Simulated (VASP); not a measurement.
SiO2: single point with PBE

Crystal: SiO2.

```
Si O
1.0
     5.10538    0.00000    0.00000
    -2.55269    4.42139    0.00000
     0.00000    0.00000    5.58505
Si O
3 6
Direct
  0.00000 0.50000 0.33333
  0.50000 0.50000 0.66667
  0.50000 0.00000 0.00000
  0.58396 0.79198 0.83333
  0.79198 0.58396 0.50000
  0.79198 0.20802 0.16667
  0.41604 0.20802 0.83333
  0.20802 0.41604 0.50000
  0.20802 0.79198 0.16667
```

```
Program             : VASP 6.6.1
Task                : single point
Functional          : PBE
Potentials or basis : VASP PAW PBE potentials, release 64 (Si, O)
Cutoff              : 520 eV
k mesh              : 6 × 6 × 4
Occupations         : gaussian, width 0.05 eV
Spin                : no spin polarisation
```

- Pressure: 0.1 GPa
- Largest force: 0.012 eV/Å
- Band gap on the k mesh: 5.55 eV (least direct gap 5.73 eV)

Forces on the atoms (eV/Å):
```
Si   0.000  0.000  0.000
Si   0.000  0.000  0.000
Si   0.000  0.000  0.000
O   -0.011 -0.006  0.000
O    0.000 -0.012  0.000
O   -0.011  0.006  0.000
O    0.011  0.006  0.000
O    0.000  0.012  0.000
O    0.011 -0.006  0.000
```

Levels at points of the mesh, in eV from the valence-band top:
```
           k point  band 22  band 23  band 24  band 25  band 26  band 27
(0.00, 0.00, 0.00)    -0.44    -0.44    -0.18     5.55     8.84     8.84
(0.50, 0.00, 0.00)    -0.96    -0.34     0.00     7.59     8.41     9.51
(0.00, 0.00, 0.50)    -0.28     0.00     0.00     7.37     7.37     8.40
(0.50, 0.00, 0.50)    -0.70    -0.67    -0.33     8.25     8.85     9.20
```

Run time: 120 s on 1 thread of Intel Xeon 8259CL (shared host), peak memory 0.26 GiB.

A k mesh can miss the band edges.
